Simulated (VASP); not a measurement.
TiC:

```xyz
2
Lattice="0.0000 2.1593 2.1593 2.1593 0.0000 2.1593 2.1593 2.1593 0.0000" Properties=species:S:1:pos:R:3 pbc="T T T"
Ti    0.0000    0.0000    0.0000
C     2.1593    2.1593    2.1593
```

Base run:

- Program: VASP 6.6.1
- Functional: PBE
- Potentials or basis: VASP PAW PBE potentials, release 64 (Ti_sv, C)
- Cutoff: 600 eV
- k mesh: 9 × 9 × 9
- Occupations: fermi-dirac, width 0.05 eV
- Spin: no spin polarisation

Its results: band gap on the k mesh zero (band 8 reaches 10.21 eV, above the bottom of band 9 at 9.15 eV); pressure 2.7 GPa.

Q: The run is repeated on the same cell with these changes: k mesh from 9 × 9 × 9 to 3 × 3 × 3. What comes out?

A: Band gap on the k mesh zero (band 8 reaches 10.22 eV, above the bottom of band 9 at 9.16 eV); pressure 3.7 GPa.

Caveats: some runs use coarse meshes.
